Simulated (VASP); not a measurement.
# Ge2Sb2Te5: single point with PBE

The system is Ge2Sb2Te5.

```
Te Sb Ge
1.0
     4.20330    0.00052    0.00043
    -2.10119    3.64042   -0.00043
     2.10326   -1.21432   17.98498
Te Sb Ge
5 2 2
Direct
  0.00000 0.00000 0.00000
  0.59730 0.40270 0.20782
  0.19526 0.80474 0.41405
  0.80474 0.19526 0.58595
  0.40270 0.59730 0.79218
  0.29629 0.70371 0.11103
  0.70371 0.29629 0.88897
  0.88888 0.11112 0.33338
  0.11112 0.88888 0.66662
```

```json
{
  "Program": "VASP 6.6.1",
  "Task": "single point",
  "Functional": "PBE",
  "Potentials or basis": "VASP PAW PBE potentials, release 64 (Te, Sb, Ge_d)",
  "Cutoff": "520 eV",
  "k mesh": "10 × 10 × 2",
  "Occupations": "gaussian, width 0.03 eV",
  "Spin": "no spin polarisation",
  "Dipole correction": "no",
  "Further INCAR settings": "ALGO = Normal; EDIFF = 1e-06; NBANDS = 44"
}
```

```
Pressure               : 1.5 GPa
Largest force          : 0.256 eV/Å
Band gap on the k mesh : 0.04 eV, indirect (least direct gap 0.15 eV)
```

Forces on the atoms (eV/Å):
```
Te   0.000  0.000  0.000
Te   0.000  0.000  0.256
Te   0.000  0.000 -0.146
Te   0.000  0.000  0.146
Te   0.000  0.000 -0.256
Sb   0.000  0.000 -0.005
Sb   0.000  0.000  0.005
Ge   0.000  0.000 -0.034
Ge   0.000  0.000  0.034
```

Stress tensor (GPa, compression positive):
```
1.48 0.00 0.00
0.00 1.49 0.00
0.00 0.00 1.39
```

Levels at points of the mesh, in eV from the valence-band top:
```csv
k point,band 30,band 31,band 32,band 33,band 34,band 35,band 36,band 37,band 38,band 39
"(0.00, 0.00, 0.00)",-1.38,-1.38,-1.31,-1.18,-0.08,0.10,0.10,0.37,1.02,1.03
"(0.50, 0.00, 0.00)",-2.70,-1.84,-1.82,-1.49,-1.44,0.10,0.49,0.52,1.32,1.69
"(0.50, 0.50, 0.00)",-2.46,-2.26,-2.19,-1.91,-0.86,0.04,0.61,0.66,1.30,1.68
"(0.00, 0.00, 0.50)",-1.57,-1.40,-1.40,-0.96,-0.14,0.11,0.11,0.39,1.02,1.02
"(0.50, 0.00, 0.50)",-2.46,-2.27,-2.19,-1.91,-0.85,0.04,0.61,0.66,1.31,1.68
"(0.50, 0.50, 0.50)",-2.70,-1.84,-1.82,-1.49,-1.45,0.10,0.49,0.52,1.32,1.69
```

Run time: 23 min on 1 thread of AMD EPYC 7R43 64-Core Processor (Zen 3) (shared host), peak memory 0.78 GiB.

Caveat: spin-orbit coupling is left out, which moves the levels of the heavy elements; this functional lacks dispersion, which binds the layers, so the pressure and a relaxed spacing across them are unreliable. A k mesh can miss the band edges.
